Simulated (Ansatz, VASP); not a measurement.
Two plane-wave programs on Sr

File INCAR:

```
PREC = Accurate
ENCUT = 520
EDIFF = 1E-6
ISMEAR = 0
SIGMA = 0.1
LREAL = F
LASPH = T
NELM = 80
ALGO = Normal
ISIF = 2
LWAVE = F
LCHARG = F
GGA = PE
NBANDS = 17
```

File KPOINTS:

```
Automatic mesh
0
Gamma
  6 6 4
```

The input POSCAR:

```
Sr
1.0
    2.0312033010     -5.9136949323      0.0000000000
    2.0312033010      5.9136949323      0.0000000000
   -0.1724980678      0.0000000000      4.8906470051
Sr
2
Direct
    0.8690000000      0.1310000000      0.2500000000
    0.1310000000      0.8690000000      0.7500000000
```

Input for Ansatz:

```yaml
crystal:
  lattice:
    - [2.031203301, -5.9136949323, 0.0]
    - [2.031203301, 5.9136949323, 0.0]
    - [-0.1724980678, 0.0, 4.8906470051]
  atoms:
    - { symbol: Sr, position: [0.869, 0.131, 0.25] }
    - { symbol: Sr, position: [0.131, 0.869, 0.75] }
basis:
  ecutwfc: 420
kpoints:
  mp_grid: { grid: [6, 6, 4] }
hamiltonian:
  xc: pbe
scf:
  occupations: { method: gaussian, width: 0.1 }
  lower_state_search: "off"
output:
  forces: true
  stress: true
  eigenvalues: true
```

Alike in both runs: task single point; functional PBE; k mesh 6 × 6 × 4; occupations gaussian, width 0.1 eV; no spin polarisation.

```csv
,VASP,Ansatz
version,VASP 6.6.1,Ansatz 0.2.0
potentials or method,"VASP PAW PBE potentials, release 64 (Sr_sv), cutoff 520 eV","scalar-relativistic, plane waves, PAW"
valence electrons in the cell,20,20
```

VASP gave:

| Item | Value |
| --- | --- |
| gap on the k mesh at the Fermi level (eV) | none |
| pressure (GPa) | -0.3 |
| traceless stress, the component that is largest in VASP (GPa) | -1.19 |
| rms of the force components (eV/Å) | 0.084 |

Q: Estimate Ansatz's values.

A: gap on the k mesh at the Fermi level (eV): none; pressure (GPa): -0.3; traceless stress, the component that is largest in VASP (GPa): -1.19; rms of the force components (eV/Å): 0.085.

Atom by atom the forces differ by 0.000 eV/Å (rms over components). A gap of «none» marks a metal or a gap that the smearing closes.
